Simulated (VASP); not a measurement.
Set up this calculation in VASP 6.6.1, as the native input.

```
Task                   : single point
Functional             : revPBE
Potentials or basis    : VASP PAW PBE potentials, release 64 (Co)
Cutoff                 : 520 eV
k mesh                 : 17 × 17 × 17
Occupations            : fermi-dirac, width 0.05 eV
Spin                   : collinear spin, ferromagnetic start
Starting moments       : [1.868] μB
Dipole correction      : no
Further INCAR settings : ALGO = Normal; EDIFF = 1e-06; NBANDS = 14
```

The structure of Co lies in POSCAR:

```
Co
1.0
   -1.3568744697      1.3568744697      1.3568744697
    1.3568744697     -1.3568744697      1.3568744697
    1.3568744697      1.3568744697     -1.3568744697
Co
1
Direct
    0.0000000000      0.0000000000      0.0000000000
```

This cell differs from its parent crystal: volume scaled by 0.88.

One way to write it, as run:

INCAR

```
SYSTEM = Co
PREC = Accurate
ENCUT = 520
EDIFF = 1E-6
ISMEAR = -1
SIGMA = 0.05
LREAL = .False.
LASPH = .True.
NELM = 150
ALGO = Normal
ISIF = 2
LWAVE = .False.
LCHARG = .False.
ISPIN = 2
MAGMOM = 1.868
LORBIT = 11
LMAXMIX = 4
GGA = RE
NBANDS = 14
```

KPOINTS

```
regular mesh
0
Gamma
  17 17 17
  0 0 0
```

Potentials or basis: VASP PAW PBE potentials, release 64 (Co).

Launch:

```console
$ cat potpaw_PBE.64/Co/POTCAR > POTCAR
$ mpirun -np 1 vasp_std > vasp.out
```

It gave:

```json
{
  "Pressure": "31.1 GPa",
  "Net moment": "1.69 μB per cell",
  "Site moments": "Co +1.70 μB",
  "Valence electrons inside the program's atomic spheres": "Co 8.44"
}
```

Caveat: the PAW data sets were made with another functional, which shifts forces and pressure a little.

It took 57 s on 1 thread of AMD EPYC 7R43 64-Core Processor (Zen 3), on a shared host, peak memory 0.11 GiB.
